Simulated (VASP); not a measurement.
A run of VASP 6.6.1:

File INCAR:

```
SYSTEM = Nd4S
PREC = Accurate ; ENCUT = 500
EDIFF = 1E-7 ; ISMEAR = 0
SIGMA = 0.1 ; LREAL = .FALSE.
LASPH = .TRUE. ; NELM = 200
ALGO = Normal ; ISIF = 3
LWAVE = .FALSE. ; LCHARG = .FALSE.
GGA = PE ; IBRION = 2
NSW = 100 ; EDIFFG = -0.01
GGA_COMPAT = .FALSE. ; NELMIN = 4
LMAXMIX = 6
```

File KPOINTS:

```
regular mesh
0
G
  8 8 8
  0 0 0
```

POSCAR

```
Nd4S
1.0
    5.5095017121      0.0000000000      0.0000000000
    0.0000000000      5.5095017121      0.0000000000
    0.0000000000      0.0000000000      5.5095017121
Nd S
4 1
Direct
    0.0000000000      0.5000000000      0.5000000000
    0.5000000000      0.5000000000      0.0000000000
    0.5000000000      0.0000000000      0.5000000000
    0.0000000000      0.0000000000      0.0000000000
    0.5000000000      0.5000000000      0.5000000000
```

Potentials or basis: VASP PAW PBE potentials, release 64 (Nd_3, S), 4f in core.

The run is started by

```sh
$ cat potpaw_PBE.64/Nd_3/POTCAR potpaw_PBE.64/S/POTCAR > POTCAR
$ mpirun -np 1 vasp_std > vasp.out
```

Hardware: 1 thread of Intel(R) Xeon(R) 6975P-C (Granite Rapids), with other jobs on the host.

Q: Estimate the wall time of this run.

A: Wall time 2.3 min on 1 thread of Intel(R) Xeon(R) 6975P-C (Granite Rapids) (shared host), peak memory 0.33 GiB. Counts: scf iterations 36, k points 35, ion steps 3.
